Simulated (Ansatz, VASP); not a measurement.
**TaSi2 in VASP and in Ansatz**

```
Ta Si
1.0
     4.78390    0.00000    0.00000
    -2.39195    4.14298    0.00000
     0.00000    0.00000    6.57000
Ta Si
3 6
Cartesian
  -1.1960 2.0715 2.1900
  1.1960 2.0715 4.3800
  2.3920 0.0000 0.0000
  1.1407 0.6586 2.1900
  -1.2512 3.4844 4.3800
  2.3920 2.8258 0.0000
  1.2512 3.4844 2.1900
  3.6432 0.6586 4.3800
  0.0000 1.3172 0.0000
```

Alike in both runs: task single point; functional PBE; k mesh 7 × 7 × 4; occupations gaussian, width 0.011 eV; no spin polarisation.

|  | VASP | Ansatz |
| --- | --- | --- |
| version | VASP 6.6.1 | Ansatz 0.2.0 |
| potentials or method | VASP PAW PBE potentials, release 64 (Ta_pv, Si) | Ansatz PAW |
| plane-wave cutoff (eV) | 520 | 420 |
| valence electrons in the cell | 57 | 63 |

VASP gave:

| Quantity | Value |
| --- | --- |
| gap on the k mesh at the Fermi level (eV) | none |
| pressure (GPa) | 2.6 |
| traceless stress, the component that is largest in VASP (GPa) | 0.52 |
| rms of the force components (eV/Å) | 0.005 |

Q: Which values does Ansatz return?

A: gap on the k mesh at the Fermi level (eV): none; pressure (GPa): 2.5; traceless stress, the component that is largest in VASP (GPa): 0.50; rms of the force components (eV/Å): 0.007.

Atom by atom the forces differ by 0.002 eV/Å (rms over components). A gap of «none» marks a metal or a gap that the smearing closes. VASP's potentials hold 57 valence electrons a cell and Ansatz's 63, so a difference there can come from the potentials and not from the codes.

Neither program's run includes spin-orbit coupling.
